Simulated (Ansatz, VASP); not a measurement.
**Two plane-wave programs on O**

INCAR

```
SYSTEM = O
  PREC = Accurate
  ENCUT = 520
  EDIFF = 1E-6
  ISMEAR = 1
  SIGMA = 0.05
  LREAL = .False.
  LASPH = .True.
  NELM = 150
  ALGO = Normal
  ISIF = 2
  LWAVE = .False.
  LCHARG = .False.
  ISPIN = 2
  MAGMOM = 1 1
  LORBIT = 11
  GGA = PS
  IBRION = 2
  NSW = 80
  EDIFFG = -0.03
```

Contents of KPOINTS:

```
Automatic mesh
0
Gamma
  1 1 1
  0 0 0
```

Contents of POSCAR:

```
O
1.0
    9.0000000000      0.0000000000      0.0000000000
    0.0000000000      9.5000000000      0.0000000000
    0.0000000000      0.0000000000     10.0000000000
O
2
Direct
    0.5000000000      0.5000000000      0.4385000000
    0.5000000000      0.5000000000      0.5615000000
```

Input for Ansatz:

```yaml
crystal:
  lattice:
    - [9.0, 0.0, 0.0]
    - [0.0, 9.5, 0.0]
    - [0.0, 0.0, 10.0]
  atoms:
    - { symbol: O, position: [0.5, 0.5, 0.4385] }
    - { symbol: O, position: [0.5, 0.5, 0.5615] }
basis:
  ecutwfc: 435.382179935808
kpoints:
  mp_grid:
    grid: [1, 1, 1]
hamiltonian:
  xc: pbesol
magnetization:
  spin_polarized: true
  per_species:
    O: 1.0
scf:
  occupations:
    method: cold
    width: 0.05
relax:
  f_tol: 0.03
output:
  stress: true
```

Alike in both runs: task relaxation of the atoms; functional PBEsol; k mesh 1 × 1 × 1; collinear spin.

```csv
,VASP,Ansatz
version,VASP 6.6.1,Ansatz 0.2.0
potentials or method,"VASP PAW PBE potentials, release 64 (O), cutoff 520 eV","plane waves, PAW"
occupations,"methfessel-paxton of order 1, width 0.05 eV","cold, width 0.05 eV"
valence electrons in the cell,12,12
```

```tsv
	VASP	Ansatz	Ansatz less VASP
net moment per atom (μB)	1.00	1.00	0.000
size of the moment on the site where the two differ most (μB)	0.81	0.55	-0.258
```

VASP's potentials were made for PBE, not for PBEsol. Site moments also hang on the region over which each program counts them. Ansatz's warnings: end state compared, stress scf threshold loose.

Noted on VASP's run: the standard files for N, O and F lose accuracy on very short bonds.
